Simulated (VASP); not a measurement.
# Cl in VASP: notebook

The runs below take Cl through single point, with PBEsol.

All numbers are computed with VASP 6.6.1; they aren't measurements. Logs are shortened: lines on timing, memory, paths and dates and some standing lists are left out, and cuts for length are marked.

## (1) The cell of the first run

The cell holds an amorphous packing of atoms, 12 atoms: a = 7.399 Å, b = 7.399 Å, c = 7.399 Å, α = 90.00°, β = 90.00°, γ = 90.00°.

## (2) Single point, PBEsol

INCAR reads:

```
SYSTEM = Cl
PREC = Accurate
ENCUT = 520
EDIFF = 1E-6
ISMEAR = -1
SIGMA = 0.05
LREAL = .False.
LASPH = .True.
NELM = 80
ALGO = Normal
ISIF = 2
LWAVE = .False.
LCHARG = .False.
GGA = PS
NBANDS = 54
```

KPOINTS reads:

```
Automatic mesh
0
Gamma
  1 1 1
  0 0 0
```

POSCAR reads:

```
Cl
1.0
    7.3986360000      0.0000000000      0.0000000000
    0.0000000000      7.3986360000      0.0000000000
    0.0000000000      0.0000000000      7.3986360000
Cl
12
Direct
    0.0487779123      0.2516164058      0.0816891403
    0.2009329289      0.4175134450     -0.0641062488
    0.7358515756      0.9841367073      0.8264361132
    0.9075657712      0.7243596256      0.8207644742
    0.5939393641      0.0971851822      0.3413145314
    0.4115107138     -0.0354630173      0.1956385793
    0.9110079298      0.7244317240      0.4707540890
    0.9131130094      0.7286781894      0.1756797576
    0.3704503068      0.5030469124      0.4885537565
    0.4138106882      0.7373423544      0.6143760550
    0.5594819639      0.2259213686      0.8459629590
    0.7182057360      0.4668513027      0.8297903933
```

Potentials or basis: VASP PAW PBE potentials, release 64 (Cl).

Command:

```
cat potpaw_PBE.64/Cl/POTCAR > POTCAR
mpirun -np 1 vasp_gam > vasp.out
```

OUTCAR:

```text
SYSTEM = Cl
   PREC = Accurate
   ENCUT = 520
   EDIFF = 1E-6
   ISMEAR = -1
   LREAL = .False.
   LASPH = .True.
   NELM = 80
   ISIF = 2
   GGA = PS

 ion  position               nearest neighbor table
   1  0.049  0.252  0.082-   2 1.98
   2  0.201  0.418  0.936-   1 1.98
   3  0.736  0.984  0.826-  11 2.22   4 2.30
   4  0.908  0.724  0.821-   3 2.30  12 2.37   7 2.59   8 2.63
   5  0.594  0.097  0.341-   6 1.99
   6  0.412  0.965  0.196-   5 1.99
   7  0.911  0.724  0.471-   8 2.18   4 2.59
   8  0.913  0.729  0.176-   7 2.18   4 2.63
   9  0.370  0.503  0.489-  10 1.99
  10  0.414  0.737  0.614-   9 1.99
  11  0.559  0.226  0.846-  12 2.14   3 2.22
  12  0.718  0.467  0.830-  11 2.14   4 2.37

  LATTYP: Found a simple cubic cell.
 ALAT       =     7.3986360000

  Lattice vectors:

 A1 = (   7.3986360000,   0.0000000000,   0.0000000000)
 A2 = (   0.0000000000,   7.3986360000,   0.0000000000)
 A3 = (   0.0000000000,   0.0000000000,   7.3986360000)

Analysis of symmetry for initial positions (statically):
=====================================================================
 Subroutine PRICEL returns:
 Original cell was already a primitive cell.

 Routine SETGRP: Setting up the symmetry group for a
 simple cubic supercell.

 Subroutine GETGRP returns: Found  1 space group operations
 (whereof  1 operations were pure point group operations)
 out of a pool of 48 trial point group operations.

The static configuration has the point symmetry C_1 .

Analysis of symmetry for dynamics (positions and initial velocities):
=====================================================================
 Subroutine PRICEL returns:
 Original cell was already a primitive cell.

 Routine SETGRP: Setting up the symmetry group for a
 simple cubic supercell.

 Subroutine GETGRP returns: Found  1 space group operations
 (whereof  1 operations were pure point group operations)
 out of a pool of 48 trial point group operations.

The dynamic configuration has the point symmetry C_1 .

 Subroutine INISYM returns: Found  1 space group operations
 (whereof  1 operations are pure point group operations),
 and found     1 'primitive' translations

----------------------------------------------------------------------------------------

                                     Primitive cell

  volume of cell :     405.0000

  direct lattice vectors                    reciprocal lattice vectors
     7.398636000  0.000000000  0.000000000     0.135160048  0.000000000  0.000000000
     0.000000000  7.398636000  0.000000000     0.000000000  0.135160048  0.000000000
     0.000000000  0.000000000  7.398636000     0.000000000  0.000000000  0.135160048

  length of vectors
     7.398636000  7.398636000  7.398636000     0.135160048  0.135160048  0.135160048

  position of ions in fractional coordinates (direct lattice)
     0.048777912  0.251616406  0.081689140
     0.200932929  0.417513445  0.935893751
     0.735851576  0.984136707  0.826436113
     0.907565771  0.724359626  0.820764474
     0.593939364  0.097185182  0.341314531
     0.411510714  0.964536983  0.195638579
     0.911007930  0.724431724  0.470754089
     0.913113009  0.728678189  0.175679758
     0.370450307  0.503046912  0.488553756
     0.413810688  0.737342354  0.614376055
     0.559481964  0.225921369  0.845962959
     0.718205736  0.466851303  0.829790393

  ion indices of the primitive-cell ions
   primitive index   ion index
                 1           1
                 2           2
                 3           3
                 4           4
                 5           5
                 6           6
                 7           7
                 8           8
                 9           9
                10          10
                11          11
                12          12

----------------------------------------------------------------------------------------

 KPOINTS: Automatic mesh

Automatic generation of k-mesh.
 Grid dimensions read from file:
 generate k-points for:    1    1    1

 Generating k-lattice:

  Cartesian coordinates                     Fractional coordinates (reciprocal lattice)
     0.135160048  0.000000000  0.000000000     1.000000000  0.000000000  0.000000000
     0.000000000  0.135160048  0.000000000     0.000000000  1.000000000  0.000000000
     0.000000000  0.000000000  0.135160048     0.000000000  0.000000000  1.000000000

  Length of vectors
     0.135160048  0.135160048  0.135160048

  Shift w.r.t. Gamma in fractional coordinates (k-lattice)
     0.000000000  0.000000000  0.000000000

 Subroutine IBZKPT returns following result:
 ===========================================

 Found      1 irreducible k-points:

 Following reciprocal coordinates:
            Coordinates               Weight
  0.000000  0.000000  0.000000      1.000000
   k-points           NKPTS =      1   k-points in BZ     NKDIM =      1   number of bands    NBANDS=     54
   number of dos      NEDOS =    301   number of ions     NIONS =     12
   total plane-waves  NPLWV = 175616
   dimension x,y,z NGX =    56 NGY =   56 NGZ =   56
   dimension x,y,z NGXF=   112 NGYF=  112 NGZF=  112
   ions per type =              12
   NGX,Y,Z   is equivalent  to a cutoff of  12.58, 12.58, 12.58 a.u.
   NGXF,Y,Z  is equivalent  to a cutoff of  25.17, 25.17, 25.17 a.u.
 SYSTEM =  Cl
   PREC   = accura    normal or accurate (medium, high low for compatibility)
   ISTART =      0    job   : 0-new  1-cont  2-samecut
   ICHARG =      2    charge: 1-file 2-atom 10-const
   ISPIN  =      1    spin polarized calculation?
   LNONCOLLINEAR =      F non collinear calculations
   LSORBIT =      F    spin-orbit coupling
   LASPH  =      T    aspherical Exc in radial PAW
   ENCUT  =  520.0 eV  38.22 Ry    6.18 a.u.  13.76 13.76 13.76*2*pi/ulx,y,z
   NELM   =     80;   NELMIN=  2; NELMDL= -5     # of ELM steps
   EDIFF  = 0.1E-05   stopping-criterion for ELM
   LREAL  =      F    real-space projection
   EDIFFG = 0.1E-04   stopping-criterion for IOM
   NSW    =      0    number of steps for IOM
   IBRION =     -1    ionic relax: 0-MD 1-quasi-New 2-CG
   NFREE  =      0    steps in history (QN), initial steepest desc. (CG)
   ISIF   =      2    stress and relaxation
   ISYM   =      2    0-nonsym 1-usesym 2-fastsym
   POTIM  = 0.5000    time-step for ionic-motion
   TEBEG  =    0.0;   TEEND  =   0.0 temperature during run
   PSTRESS=    0.0 pullay stress
   NELECT =      84.0000    total number of electrons
   NUPDOWN=      -1.0000    fix difference up-down
   EMIN   =  10.00;   EMAX   =-10.00  energy-range for DOS
   EFERMI =   0.00;   METHOD = LEGACY
   ISMEAR =    -1;   SIGMA  =   0.05  broadening in eV -4-tet -1-fermi 0-gaus
   EFERMI_NEDOS =   21; number of points for ismear=-14 and -15
   IALGO  =     38    algorithm
   IMIX   =      4    mixing-type and parameters
     AMIX     =   0.40;   BMIX     =  1.00
     AMIX_MAG =   1.60;   BMIX_MAG =  1.00
  volume/ion in A,a.u.               =      33.75       227.76
  Fermi-wavevector in a.u.,A,eV,Ry     =   0.969058  1.831253 12.776859  0.939073
  Thomas-Fermi vector in A             =   2.099079
   LORBIT       =      0    0 simple, 1 ext, 2 COOP (PROOUT), +10 PAW based schemes
   GGA     = PS    functional components
   LHFCALC =     F    Hartree Fock is set to
   AEXX    =    0.0000 exact exchange contribution
   IVDW    =     0    specifies the selected vdW correction
   LEPSILON=     F    determine dielectric tensor
   LRPA    =     F    only Hartree local field effects (RPA)
 non-spin polarized calculation
  energy-cutoff  :      520.00
  volume of cell :      405.00
 maximum number of plane-waves:      5510
 NGX is ok and might be reduce to    54
   NGX = 27   NGY = 27   NGZ = 27

 number of electron      84.0000002 magnetization

 Free energy of the ion-electron system (eV)
  ---------------------------------------------------
  ext. energy  EPLUGINS =         0.00000000
  ---------------------------------------------------
  free energy    TOTEN  =       -24.66661904 eV

  energy without entropy =      -24.66661891  energy(sigma->0) =      -24.66661898

 E-fermi :  -0.3670     XC(G=0):  -6.9828

 val. band max:       -1.2515366883   @ k =   0.0000   0.0000   0.0000
 cond. band min:       0.4916030991   @ k =   0.0000   0.0000   0.0000
 fundamental gap:      1.7431397873
 Fermi energy:        -0.3670488673

 k-point     1 :       0.0000    0.0000    0.0000
  band No.  band energies     occupation
      1     -18.5068      2.00000
      2     -18.2879      2.00000
      3     -18.0503      2.00000
      4     -17.9296      2.00000
      5     -17.0524      2.00000
      6     -16.1763      2.00000
[... 46 lines left out ...]
     53       7.1416      0.00000
     54       7.3131      0.00000

------------------------ aborting loop because EDIFF is reached ----------------------------------------

  FORCE on cell =-STRESS in cart. coord.  units (eV):
  Direction    XX          YY          ZZ          XY          YZ          ZX
  --------------------------------------------------------------------------------------
  -------------------------------------------------------------------------------------
  Total        0.7900611      0.2877950     -4.9004828     -0.8586130     -0.2969080      0.0645820
  in kB        3.1254768      1.1385153    -19.3862794     -3.3966676     -1.1745663      0.2554862
  external PRESSURE =      -5.0407624 kB  Pullay stress =       0.0000000 kB

 VOLUME and BASIS-vectors are now :
 -----------------------------------------------------------------------------
  energy-cutoff  :      520.00
  volume of cell :      405.00
      direct lattice vectors                 reciprocal lattice vectors
     7.398636000  0.000000000  0.000000000     0.135160048  0.000000000  0.000000000
     0.000000000  7.398636000  0.000000000     0.000000000  0.135160048  0.000000000
     0.000000000  0.000000000  7.398636000     0.000000000  0.000000000  0.135160048

 POSITION                                       TOTAL-FORCE (eV/Angst)
 -----------------------------------------------------------------------------------
      0.36089      1.86162      0.60439         0.175669      0.108381     -0.131868
      1.48663      3.08903      6.92434        -0.166127     -0.067869      0.025340
      5.44430      7.28127      6.11450         0.002068     -0.018087      0.028640
      6.71475      5.35927      6.07254         0.082250      0.030652      0.047126
      4.39434      0.71904      2.52526        -0.163055     -0.061297     -0.141717
      3.04462      7.13626      1.44746         0.130723      0.049088      0.155340
      6.74022      5.35981      3.48294         0.037900      0.018830     -0.152674
      6.75579      5.39122      1.29979        -0.047167     -0.037278      0.093778
      2.74083      3.72186      3.61463         0.055343      0.215806      0.054289
      3.06163      5.45533      4.54554        -0.060655     -0.225829     -0.034601
      4.13940      1.67151      6.25897        -0.066839      0.092166      0.026934
      5.31374      3.45406      6.13932         0.019889     -0.104565      0.029414
 -----------------------------------------------------------------------------------
    total drift:                                0.000212      0.000459     -0.000626

  FREE ENERGIE OF THE ION-ELECTRON SYSTEM (eV)
  ---------------------------------------------------
  free  energy   TOTEN  =       -24.6666190405 eV

  energy  without entropy=      -24.6666189115  energy(sigma->0) =      -24.66661898
```

Wall time 40 s (1 thread of Intel Xeon Platinum 8259CL at 2.50GHz (Skylake/Cascade Lake), shared host); peak memory 0.4 GiB.

What came out:

```yaml
Free_energy: -24.6666 eV
Pressure: -0.5 GPa
Largest_force: 0.245 eV/Å
Band_gap_on_the_k_mesh: 1.74 eV
```

Forces on the atoms (eV/Å):
```
Cl   0.176  0.108 -0.132
Cl  -0.166 -0.068  0.025
Cl   0.002 -0.018  0.029
Cl   0.082  0.031  0.047
Cl  -0.163 -0.061 -0.142
Cl   0.131  0.049  0.155
Cl   0.038  0.019 -0.153
Cl  -0.047 -0.037  0.094
Cl   0.055  0.216  0.054
Cl  -0.061 -0.226 -0.035
Cl  -0.067  0.092  0.027
Cl   0.020 -0.105  0.029
```

Caveat: the k points lie up to 0.85 Å⁻¹ apart; the PAW data sets were made with another functional, which shifts forces and pressure a little.

## (3) Single point, PBEsol

INCAR reads:

```
PREC = Accurate
ENCUT = 520
EDIFF = 1E-6
ISMEAR = -1
SIGMA = 0.05
LREAL = False
LASPH = True
NELM = 100
ALGO = Normal
ISIF = 2
LWAVE = False
LCHARG = True
GGA = PS
LELF = True
LVHAR = True
NBANDS = 54
```

KPOINTS reads:

```
Automatic mesh
0
Gamma
  1 1 1
```

POSCAR reads:

```
Cl
1.0
    7.3986360000      0.0000000000      0.0000000000
    0.0000000000      7.3986360000      0.0000000000
    0.0000000000      0.0000000000      7.3986360000
Cl
12
Direct
    0.0721889819      0.2935405932      0.0257074412
    0.2349892602      0.4547865309     -0.1111015598
    0.7699932798      0.9492830841      0.8117307028
    0.9328611382      0.7115635909      0.8418578776
    0.5585759321      0.0373582374      0.2794163681
    0.3270467692     -0.0785009561      0.1941709256
    0.9370646157      0.6996695066      0.4858192780
    0.9503103004      0.7234441592      0.2132690404
    0.3642698465      0.5123917436      0.4324310589
    0.4230239195      0.6814229001      0.6287104812
    0.5865810941      0.2054703056      0.7855231694
    0.7430693982      0.4282816454      0.8104466823
```

Potentials or basis: VASP PAW PBE potentials, release 64 (Cl).

Command:

```
cat potpaw_PBE.64/Cl/POTCAR > POTCAR
mpirun -np 1 vasp_gam > vasp.out
```

Wall time 56 s (1 thread of Intel Xeon Platinum 8259CL at 2.50GHz (Skylake/Cascade Lake), shared host); peak memory 0.4 GiB.

Results (log left out):

```
Free energy            : -24.4510 eV
Pressure               : 0.8 GPa
Largest force          : 1.424 eV/Å
Band gap on the k mesh : 2.16 eV
```

Forces on the atoms (eV/Å):
```
Cl   0.200 -0.515  0.406
Cl   0.144  0.221 -0.314
Cl  -0.257  0.232  0.159
Cl   0.504 -0.314  0.067
Cl  -0.355 -0.124 -0.150
Cl   0.267  0.095  0.205
Cl   0.156  0.156  1.043
Cl  -0.170 -0.105 -1.410
Cl   0.047 -0.234 -0.158
Cl  -0.039  0.179  0.136
Cl  -0.428 -0.210  0.054
Cl  -0.069  0.618 -0.037
```

Stress tensor (GPa, compression positive):
```
 0.95 -0.62  0.05
-0.62  1.43 -0.40
 0.05 -0.40  0.04
```

Levels at points of the mesh, in eV from the valence-band top:
| k point | band 40 | band 41 | band 42 | band 43 | band 44 | band 45 |
| --- | --- | --- | --- | --- | --- | --- |
| (0.00, 0.00, 0.00) | -0.19 | -0.09 | 0.00 | 2.16 | 2.62 | 2.65 |

Caveat: the k points lie up to 0.85 Å⁻¹ apart; the PAW data sets were made with another functional, which shifts forces and pressure a little.

## (4) Single point, PBEsol

INCAR reads:

```
ALGO = Normal ; EDIFF = 1E-7
ENCUT = 520 ; GGA = PS
ISIF = 2 ; ISMEAR = -1
LASPH = T ; LCHARG = F
LREAL = F ; LWAVE = F
NBANDS = 54 ; NELM = 60
PREC = Accurate ; SIGMA = 0.05
```

KPOINTS reads:

```
k-points
0
Gamma
  1 1 1
```

POSCAR reads:

```
Cl
1.0
    7.3986360000      0.0000000000      0.0000000000
    0.0000000000      7.3986360000      0.0000000000
    0.0000000000      0.0000000000      7.3986360000
Cl
12
Direct
    0.1361602328      0.2217165434     -0.0022031088
    0.2573041842      0.4384727131     -0.1184948144
    0.7758457099      0.9567168867      0.8370191479
    0.9639344333      0.7081305257      0.8138662316
    0.4780475753      0.0618897862      0.3047453612
    0.2620483019     -0.0915168688      0.2392603177
    0.9489046359      0.7031701519      0.4650992426
    0.9479855476      0.6913571637      0.1636247546
    0.3887338153      0.4392160933      0.4210100348
    0.4362560883      0.6695558479      0.5511556454
    0.5978399262      0.2033888409      0.8675518028
    0.7590317999      0.4207126827      0.8132444953
```

Command:

```
cat potpaw_PBE.64/Cl/POTCAR > POTCAR
mpirun -np 1 vasp_gam > vasp.out
```

It took 49 s on 1 thread of Intel Xeon Platinum 8259CL at 2.50GHz (Skylake/Cascade Lake), shared host; peak memory 0.4 GiB.

The run converged. Its results:

* Free energy: -24.7510 eV
* Pressure: -0.7 GPa
* Largest force: 0.706 eV/Å
* Band gap on the k mesh: 1.76 eV

Forces in eV/Å, atoms in the order of the input:
```
Cl   0.370  0.568 -0.199
Cl  -0.115 -0.422  0.029
Cl   0.197 -0.291 -0.006
Cl  -0.525 -0.184 -0.098
Cl  -0.303 -0.036  0.054
Cl   0.046 -0.018 -0.160
Cl  -0.035 -0.179 -0.055
Cl   0.303  0.315  0.273
Cl   0.158 -0.145 -0.113
Cl  -0.005 -0.040  0.281
Cl  -0.183  0.131 -0.231
Cl   0.090  0.301  0.225
```

Stress tensor (GPa, compression positive):
```
 0.04 -0.19  0.01
-0.19  0.02 -0.15
 0.01 -0.15 -2.20
```

Levels at points of the mesh, in eV from the valence-band top:
```tsv
k point	band 40	band 41	band 42	band 43	band 44	band 45
(0.00, 0.00, 0.00)	-0.21	-0.10	0.00	1.76	2.27	2.48
```

Caveat: the k points lie up to 0.85 Å⁻¹ apart; the PAW data sets were made with another functional, which shifts forces and pressure a little.
